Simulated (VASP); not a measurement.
# YSb (zincblende type) (F-43m) in VASP: notebook, part 2 of 2

VASP 6.6.1. Earlier steps stand in the parts before.

### Step 5. Single point, LDA (volume scaled by 0.85)

Input file INCAR:

```
SYSTEM = YSb
ALGO = Normal ; EDIFF = 1E-7
ENCUT = 520 ; ISIF = 2
ISMEAR = -1 ; LASPH = .TRUE.
LCHARG = .FALSE. ; LREAL = .FALSE.
LWAVE = .FALSE. ; NBANDS = 15
NELM = 100 ; PREC = Accurate
SIGMA = 0.1
```

Input file KPOINTS:

```
k-points
0
G
  12 12 12
  0 0 0
```

Input file POSCAR:

```
YSb
1.0
    0.0000000000      3.2167484018      3.2167484018
    3.2167484018      0.0000000000      3.2167484018
    3.2167484018      3.2167484018      0.0000000000
Y Sb
1 1
Direct
    0.0000000000      0.0000000000      0.0000000000
    0.2500000000      0.2500000000      0.2500000000
```

Potentials or basis: VASP PAW LDA potentials, release 64 (Y_sv, Sb).

Started as:

```console
$ cat potpaw_LDA.64/Y_sv/POTCAR potpaw_LDA.64/Sb/POTCAR > POTCAR
$ mpirun -np 1 vasp_std > vasp.out
```

OUTCAR:

```text
SYSTEM = YSb
   EDIFF = 1E-7
   ENCUT = 520
   ISIF = 2
   ISMEAR = -1
   LASPH = .TRUE.
   LREAL = .FALSE.
   NELM = 100
   PREC = Accurate

 ion  position               nearest neighbor table
   1  0.000  0.000  0.000-   2 2.79   2 2.79   2 2.79   2 2.79
   2  0.250  0.250  0.250-   1 2.79   1 2.79   1 2.79   1 2.79

  LATTYP: Found a face centered cubic cell.
 ALAT       =     6.4334968036

  Lattice vectors:

 A1 = (   0.0000000000,   3.2167484018,   3.2167484018)
 A2 = (   3.2167484018,   0.0000000000,   3.2167484018)
 A3 = (   3.2167484018,   3.2167484018,   0.0000000000)

Analysis of symmetry for initial positions (statically):
=====================================================================
 Subroutine PRICEL returns:
 Original cell was already a primitive cell.

 Routine SETGRP: Setting up the symmetry group for a
 face centered cubic supercell.

 Subroutine GETGRP returns: Found 24 space group operations
 (whereof 24 operations were pure point group operations)
 out of a pool of 48 trial point group operations.

The static configuration has the point symmetry T_d .

Analysis of symmetry for dynamics (positions and initial velocities):
=====================================================================
 Subroutine PRICEL returns:
 Original cell was already a primitive cell.

 Routine SETGRP: Setting up the symmetry group for a
 face centered cubic supercell.

 Subroutine GETGRP returns: Found 24 space group operations
 (whereof 24 operations were pure point group operations)
 out of a pool of 48 trial point group operations.

The dynamic configuration has the point symmetry T_d .

 Subroutine INISYM returns: Found 24 space group operations
 (whereof 24 operations are pure point group operations),
 and found     1 'primitive' translations

----------------------------------------------------------------------------------------

                                     Primitive cell

  volume of cell :      66.5704

  direct lattice vectors                    reciprocal lattice vectors
     0.000000000  3.216748402  3.216748402    -0.155436465  0.155436465  0.155436465
     3.216748402  0.000000000  3.216748402     0.155436465 -0.155436465  0.155436465
     3.216748402  3.216748402  0.000000000     0.155436465  0.155436465 -0.155436465

  length of vectors
     4.549169217  4.549169217  4.549169217     0.269223855  0.269223855  0.269223855

  position of ions in fractional coordinates (direct lattice)
     0.000000000  0.000000000  0.000000000
     0.250000000  0.250000000  0.250000000

  ion indices of the primitive-cell ions
   primitive index   ion index
                 1           1
                 2           2

----------------------------------------------------------------------------------------

 KPOINTS: k-points

Automatic generation of k-mesh.
 Grid dimensions read from file:
 generate k-points for:   12   12   12

 Generating k-lattice:

  Cartesian coordinates                     Fractional coordinates (reciprocal lattice)
    -0.012953039  0.012953039  0.012953039     0.083333333  0.000000000  0.000000000
     0.012953039 -0.012953039  0.012953039     0.000000000  0.083333333  0.000000000
     0.012953039  0.012953039 -0.012953039     0.000000000  0.000000000  0.083333333

  Length of vectors
     0.022435321  0.022435321  0.022435321

  Shift w.r.t. Gamma in fractional coordinates (k-lattice)
     0.000000000  0.000000000  0.000000000

 Subroutine IBZKPT returns following result:
 ===========================================

 Found     72 irreducible k-points:

 Following reciprocal coordinates:
            Coordinates               Weight
  0.000000  0.000000  0.000000      1.000000
  0.083333  0.000000  0.000000      8.000000
  0.166667  0.000000  0.000000      8.000000
  0.250000  0.000000  0.000000      8.000000
  0.333333  0.000000  0.000000      8.000000
  0.416667  0.000000  0.000000      8.000000
[... 16 lines left out ...]
  0.500000  0.166667  0.000000     24.000000
 -0.416667  0.166667  0.000000     24.000000
 [... further k-points ...]
   k-points           NKPTS =     72   k-points in BZ     NKDIM =     72   number of bands    NBANDS=     15
   number of dos      NEDOS =    301   number of ions     NIONS =      2
   total plane-waves  NPLWV =  46656
   dimension x,y,z NGX =    36 NGY =   36 NGZ =   36
   dimension x,y,z NGXF=    72 NGYF=   72 NGZF=   72
   ions per type =               1   1
   NGX,Y,Z   is equivalent  to a cutoff of  13.16, 13.16, 13.16 a.u.
   NGXF,Y,Z  is equivalent  to a cutoff of  26.31, 26.31, 26.31 a.u.
 SYSTEM =  YSb
   PREC   = accura    normal or accurate (medium, high low for compatibility)
   ISTART =      0    job   : 0-new  1-cont  2-samecut
   ICHARG =      2    charge: 1-file 2-atom 10-const
   ISPIN  =      1    spin polarized calculation?
   LNONCOLLINEAR =      F non collinear calculations
   LSORBIT =      F    spin-orbit coupling
   LASPH  =      T    aspherical Exc in radial PAW
   ENCUT  =  520.0 eV  38.22 Ry    6.18 a.u.   8.46  8.46  8.46*2*pi/ulx,y,z
   NELM   =    100;   NELMIN=  2; NELMDL= -5     # of ELM steps
   EDIFF  = 0.1E-06   stopping-criterion for ELM
   LREAL  =      F    real-space projection
   EDIFFG = 0.1E-05   stopping-criterion for IOM
   NSW    =      0    number of steps for IOM
   IBRION =     -1    ionic relax: 0-MD 1-quasi-New 2-CG
   NFREE  =      0    steps in history (QN), initial steepest desc. (CG)
   ISIF   =      2    stress and relaxation
   ISYM   =      2    0-nonsym 1-usesym 2-fastsym
   POTIM  = 0.5000    time-step for ionic-motion
   TEBEG  =    0.0;   TEEND  =   0.0 temperature during run
   PSTRESS=    0.0 pullay stress
   NELECT =      16.0000    total number of electrons
   NUPDOWN=      -1.0000    fix difference up-down
   EMIN   =  10.00;   EMAX   =-10.00  energy-range for DOS
   EFERMI =   0.00;   METHOD = LEGACY
   ISMEAR =    -1;   SIGMA  =   0.10  broadening in eV -4-tet -1-fermi 0-gaus
   EFERMI_NEDOS =   21; number of points for ismear=-14 and -15
   IALGO  =     38    algorithm
   IMIX   =      4    mixing-type and parameters
     AMIX     =   0.40;   BMIX     =  1.00
     AMIX_MAG =   1.60;   BMIX_MAG =  1.00
  volume/ion in A,a.u.               =      33.29       224.62
  Fermi-wavevector in a.u.,A,eV,Ry     =   1.017859  1.923475 14.096146  1.036037
  Thomas-Fermi vector in A             =   2.151284
   LORBIT       =      0    0 simple, 1 ext, 2 COOP (PROOUT), +10 PAW based schemes
   GGA     = CA    functional components
   LHFCALC =     F    Hartree Fock is set to
   AEXX    =    0.0000 exact exchange contribution
   IVDW    =     0    specifies the selected vdW correction
   LEPSILON=     F    determine dielectric tensor
   LRPA    =     F    only Hartree local field effects (RPA)
 non-spin polarized calculation
  energy-cutoff  :      520.00
  volume of cell :       66.57
 maximum number of plane-waves:      1820
 NGX is ok and might be reduce to    36
   NGX = 17   NGY = 17   NGZ = 17

 number of electron      16.0000000 magnetization

 Free energy of the ion-electron system (eV)
  ---------------------------------------------------
  ext. energy  EPLUGINS =         0.00000000
  ---------------------------------------------------
  free energy    TOTEN  =       -12.56144446 eV

  energy without entropy =      -12.56045706  energy(sigma->0) =      -12.56095076

 E-fermi :   3.6124     XC(G=0):  -9.1404

 val. band max:        3.0577805767   @ k =   0.5000   0.5000   0.0000
 cond. band min:       4.0927798219   @ k =   0.5000   0.5000   0.0000
 fundamental gap:      1.0349992452
 Fermi energy:         3.6124048294

 k-point     1 :       0.0000    0.0000    0.0000
  band No.  band energies     occupation
      1     -38.5380      2.00000
      2     -18.7110      2.00000
      3     -18.7110      2.00000
      4     -18.7110      2.00000
      5      -5.6163      2.00000
      6       2.1239      2.00000
      7       2.1239      2.00000
      8       2.1239      2.00000
      9       5.8614      0.00000
     10       5.8614      0.00000
     11       6.3780      0.00000
     12       9.9494      0.00000
     13       9.9494      0.00000
     14       9.9494      0.00000
     15      11.6439      0.00000
[... 397 lines left out ...]
 k-point    24 :      -0.4167    0.1667    0.0000
  band No.  band energies     occupation
      1     -38.5322      2.00000
      2     -18.8100      2.00000
      3     -18.7419      2.00000
      4     -18.7294      2.00000
      5      -4.6647      2.00000
      6       1.0720      2.00000
      7       2.0808      2.00000
      8       2.5774      1.99994
      9       5.4495      0.00000
     10       5.9401      0.00000
     11       6.3238      0.00000
     12       7.9489      0.00000
     13       8.2190      0.00000
     14       9.0075      0.00000
     15      12.2027      0.00000

 [... further k-points ...]
[... 5 lines left out ...]
  --------------------------------------------------------------------------------------
  -------------------------------------------------------------------------------------
  Total        4.0009796      4.0009796      4.0009796      0.0000000      0.0000000      0.0000000
  in kB       96.2932048     96.2932048     96.2932048      0.0000000      0.0000000      0.0000000
  external PRESSURE =      96.2932048 kB  Pullay stress =       0.0000000 kB

 VOLUME and BASIS-vectors are now :
 -----------------------------------------------------------------------------
  energy-cutoff  :      520.00
  volume of cell :       66.57
      direct lattice vectors                 reciprocal lattice vectors
     0.000000000  3.216748402  3.216748402    -0.155436465  0.155436465  0.155436465
     3.216748402  0.000000000  3.216748402     0.155436465 -0.155436465  0.155436465
     3.216748402  3.216748402  0.000000000     0.155436465  0.155436465 -0.155436465

 POSITION                                       TOTAL-FORCE (eV/Angst)
 -----------------------------------------------------------------------------------
      0.00000      0.00000      0.00000         0.000000     -0.000000      0.000000
      1.60837      1.60837      1.60837        -0.000000      0.000000     -0.000000
 -----------------------------------------------------------------------------------
    total drift:                                0.000000      0.000000      0.000000

  FREE ENERGIE OF THE ION-ELECTRON SYSTEM (eV)
  ---------------------------------------------------
  free  energy   TOTEN  =       -12.5614444584 eV

  energy  without entropy=      -12.5604570643  energy(sigma->0) =      -12.56095076
```

stdout:

```text
POSCAR found type information on POSCAR Y Sb
 POSCAR found :  2 types and       2 ions
 scaLAPACK will be used
 LDA part: xc-table for (Slater(with rela. corr.)+CA(PZ))
 , standard interpolation
 POSCAR, INCAR and KPOINTS ok, starting setup
 FFT: planning ... GRIDC
 FFT: planning ... GRID_SOFT
 FFT: planning ... GRID
 WAVECAR not read
 entering main loop
```

It took 2.1 min on 1 thread of Intel Xeon 6975P-C, shared host; peak memory 0.24 GiB.

Results:

| Property | Result |
| --- | --- |
| Free energy | -12.5614 eV |
| Pressure | 9.6 GPa |
| Band gap on the k mesh | 1.03 eV, direct |

Levels at points of the mesh, in eV from the valence-band top:
```tsv
k point	band 5	band 6	band 7	band 8	band 9	band 10	band 11	band 12
(0.00, 0.00, 0.00)	-8.67	-0.93	-0.93	-0.93	2.80	2.80	3.32	6.89
(0.50, 0.00, 0.00)	-7.81	-2.18	-0.61	-0.61	3.01	3.16	3.16	4.91
(0.50, 0.50, 0.00)	-7.50	-2.51	0.00	0.00	1.04	2.94	3.56	3.81
```

Caveat: spin-orbit coupling is left out, which moves the levels of the heavy elements. A k mesh can miss the band edges.

### Step 6. Summary

```csv
cell,gap on the mesh (eV),pressure (GPa)
"a = 4.160 Å, angles 60.0°, 2 atoms",0.34,41.1
"a = 4.363 Å, angles 60.0°, 2 atoms",0.75,21.3
"a = 4.549 Å, angles 60.0°, 2 atoms",1.03,9.6
```

Alike in all rows: task single point; level LDA; potentials or basis VASP PAW LDA potentials, release 64 (Y_sv, Sb); no spin polarisation; k mesh 12 × 12 × 12; cutoff (eV) 520; smearing fermi-dirac 0.1 eV.

Caveats: spin-orbit coupling is left out, which moves the levels of the heavy elements.

Absolute energies hang on the potentials; compare differences alone.
